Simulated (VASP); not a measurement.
Here is a VASP 6.6.1 calculation.

Contents of POSCAR:

```
SnSe
1.0
    3.1821000000      0.0000000000      0.0000000000
    0.0000000000      3.1821000000      0.0000000000
    0.0000000000      0.0000000000      3.1821000000
Sn Se
1 1
Direct
    0.5000000000      0.5000000000      0.5000000000
    0.0000000000      0.0000000000      0.0000000000
```

File INCAR.step1:

```
SYSTEM = SnSe
  PREC = Accurate
  ENCUT = 600
  ISMEAR = 0
  SIGMA = 0.1
  LREAL = .False.
  LASPH = .True.
  NELM = 100
  GGA = PE
  ALGO = Normal
  EDIFF = 1E-4
  LWAVE = .True.
  LCHARG = .False.
```

INCAR.step2

```
SYSTEM = SnSe
  PREC = Accurate
  ENCUT = 600
  EDIFF = 1E-6
  ISMEAR = 0
  SIGMA = 0.1
  LREAL = .False.
  LASPH = .True.
  NELM = 100
  ALGO = Normal
  ISIF = 3
  LWAVE = .False.
  LCHARG = .False.
  METAGGA = R2SCAN
  LMIXTAU = .True.
  IBRION = 2
  NSW = 100
  EDIFFG = -0.05
  ISTART = 1
```

The input KPOINTS:

```
regular mesh
0
Gamma
  6 6 6
  0 0 0
```

Potentials or basis: VASP PAW PBE potentials, release 64 (Sn_d, Se).

Launch:

```console
$ cat potpaw_PBE.64/Sn_d/POTCAR potpaw_PBE.64/Se/POTCAR > POTCAR
$ cp INCAR.step1 INCAR
$ mpirun -np 1 vasp_std > vasp.out
$ cp INCAR.step2 INCAR
$ mpirun -np 1 vasp_std > vasp.out
```

Problem. What does it give for the space group after relaxing (to 0.05 Å)?

Solution. Pm-3m (No. 221).

Problem. What does it give for the relaxed volume?

Solution. 24.60 Å³/atom.

Problem. What does it give for the band gap on the k mesh?

Solution. Zero (band 10 reaches 6.56 eV, above the bottom of band 11 at 5.22 eV).

Problem. Estimate the relaxed cell.

Solution. a = 3.664 Å, b = 3.664 Å, c = 3.664 Å, α = 90.00°, β = 90.00°, γ = 90.00°.

Final structure:
```
Sn Se
1.0
     3.66427    0.00000    0.00000
     0.00000    3.66427    0.00000
     0.00000    0.00000    3.66427
Sn Se
1 1
Direct
  0.50000 0.50000 0.50000
  0.00000 0.00000 0.00000
```

Caveat: the volume moved by over 15 % at a fixed basis, so the end points are rough; the PAW data sets were made with another functional, which shifts forces and pressure a little; spin-orbit coupling is left out, which moves the levels of the heavy elements.
